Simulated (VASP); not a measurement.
A run of VASP 6.6.1:

Contents of INCAR:

```
ALGO = Normal
EDIFF = 1E-6
ENCUT = 600
GGA = PE
GGA_COMPAT = F
ISIF = 2
ISMEAR = 0
ISPIN = 2
IVDW = 12
LASPH = T
LCHARG = F
LDAU = T
LDAUJ = 0 0
LDAUL = 2 -1
LDAUPRINT = 1
LDAUTYPE = 2
LDAUU = 6.2 0
LMAXMIX = 4
LORBIT = 11
LREAL = F
LWAVE = F
MAGMOM = 1.91 0.21
NBANDS = 19
NELM = 200
PREC = Accurate
SIGMA = 0.05
```

KPOINTS

```
k-points
0
Gamma
  10 10 10
```

Contents of POSCAR:

```
NiO
1.0
    0.0000000000      2.1217359302      2.1217359302
    2.1217359302      0.0000000000      2.1217359302
    2.1217359302      2.1217359302      0.0000000000
Ni O
1 1
Direct
    0.0000000000      0.0000000000      0.0000000000
    0.5000000000      0.5000000000      0.5000000000
```

Potentials or basis: VASP PAW PBE potentials, release 64 (Ni, O).

Command:

```console
$ cat potpaw_PBE.64/Ni/POTCAR potpaw_PBE.64/O/POTCAR > POTCAR
$ mpirun -np 1 vasp_std > vasp.out
```

Hardware: 1 thread of AMD EPYC 9R45 (Zen 5), on a shared host.

Q: How long does it take, and how much memory?

A: Wall time 48 s on 1 thread of AMD EPYC 9R45 (Zen 5), on a shared host, peak memory 0.14 GiB. Counts: scf iterations 15, k points 47.
